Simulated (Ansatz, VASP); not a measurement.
**One calculation of CaS, two programs**

```xyz
2
Lattice="0.0141 2.8242 2.8242 2.8242 0.0141 2.8242 2.8242 2.8242 0.0141" Properties=species:S:1:pos:R:3 pbc="T T T"
Ca    0.0000    0.0000    0.0000
S     2.8313    2.8313    2.8313
```

Change from the starting cell: equal xy, yz and zx engineering shears of +0.5 %.

Alike in both runs: functional PBEsol; k mesh 8 × 8 × 8; no spin polarisation.

Ansatz relaxed the structure, and its values are those at the end. VASP's run is a single point on that final structure, the one shown.

|  | VASP | Ansatz |
| --- | --- | --- |
| version | VASP 6.6.1 | Ansatz 0.2.0 |
| potentials or method | VASP PAW PBE potentials, release 64 (Ca_sv, S), cutoff 500 eV | all-electron LAPW, scalar-relativistic |
| occupations | gaussian, width 0.01 eV | fixed |

|  | VASP | Ansatz | Ansatz less VASP |
| --- | --- | --- | --- |
| gap on the k mesh at the Fermi level (eV) | 2.14 | 2.15 | +0.006 |
| pressure (GPa) | 0.2 | 0.0 | -0.20 |

VASP's potentials were made for PBE, not for PBEsol. Ansatz ran all-electron here, and VASP with PAW potentials.
